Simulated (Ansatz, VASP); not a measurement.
**ZrSi2 in VASP and in Ansatz**

The input INCAR:

```
SYSTEM = ZrSi2
PREC     = Accurate       ! precision mode
ENCUT    = 520            ! plane-wave cutoff, eV
EDIFF    = 1E-6           ! SCF threshold, eV
ISMEAR   = 0              ! smearing method
SIGMA    = 0.15           ! smearing width, eV
LREAL    = .False.        ! projectors in reciprocal space
LASPH    = .True.         ! aspherical terms in the spheres
NELM     = 60             ! most SCF steps
ALGO     = Fast           ! electronic algorithm
ISIF     = 2              ! what is computed and relaxed
LWAVE    = .False.        ! write WAVECAR
LCHARG   = .False.        ! write CHGCAR
GGA      = PE             ! functional
NBANDS   = 29             ! bands
```

KPOINTS

```
Automatic mesh
0
Gamma
  14 14 14
  0 0 0
```

POSCAR

```
ZrSi2
1.0
    1.9081680440     -7.6158335315      0.0000000000
    1.9081680440      7.6158335315      0.0000000000
    0.0000000000      0.0000000000      3.7894441633
Zr Si
2 4
Direct
    0.8946665379      0.1053334621      0.7500000000
    0.1053334621      0.8946665379      0.2500000000
    0.5530999448      0.4469000552      0.7500000000
    0.4469000552      0.5530999448      0.2500000000
    0.2503123054      0.7496876946      0.7500000000
    0.7496876946      0.2503123054      0.2500000000
```

Input for Ansatz:

```yaml
crystal:
  lattice:
    - [1.908168044, -7.6158335315, 0.0]
    - [1.908168044, 7.6158335315, 0.0]
    - [0.0, 0.0, 3.7894441633]
  atoms:
    - { symbol: Zr, position: [0.8946665379, 0.1053334621, 0.75] }
    - { symbol: Zr, position: [0.1053334621, 0.8946665379, 0.25] }
    - { symbol: Si, position: [0.5530999448, 0.4469000552, 0.75] }
    - { symbol: Si, position: [0.4469000552, 0.5530999448, 0.25] }
    - { symbol: Si, position: [0.2503123054, 0.7496876946, 0.75] }
    - { symbol: Si, position: [0.7496876946, 0.2503123054, 0.25] }
basis:
  ecutwfc: 420
kpoints:
  mp_grid: { grid: [14, 14, 14] }
hamiltonian:
  xc: pbe
scf:
  occupations: { method: gaussian, width: 0.15 }
output:
  forces: true
  stress: true
  eigenvalues: true
```

Change from the starting cell: strain +0.030 along x and y, +0.030 along z, atoms carried along.

Alike in both runs: task single point; functional PBE; k mesh 14 × 14 × 14; occupations gaussian, width 0.15 eV; no spin polarisation.

```csv
,VASP,Ansatz
version,VASP 6.6.1,Ansatz 0.2.0
potentials or method,"VASP PAW PBE potentials, release 64 (Zr_sv, Si), cutoff 520 eV","scalar-relativistic, plane waves, PAW"
valence electrons in the cell,40,40
```

|  | VASP | Ansatz | Ansatz less VASP |
| --- | --- | --- | --- |
| gap on the k mesh at the Fermi level (eV) | none | none | - |
| pressure (GPa) | -9.5 | -9.5 | -0.01 |
| traceless stress, the component that is largest in VASP (GPa) | -0.96 | -0.95 | +0.015 |
| rms of the force components (eV/Å) | 0.076 | 0.073 | -0.0026 |

Atom by atom the forces differ by 0.003 eV/Å (rms over components). A gap of «none» marks a metal or a gap that the smearing closes.
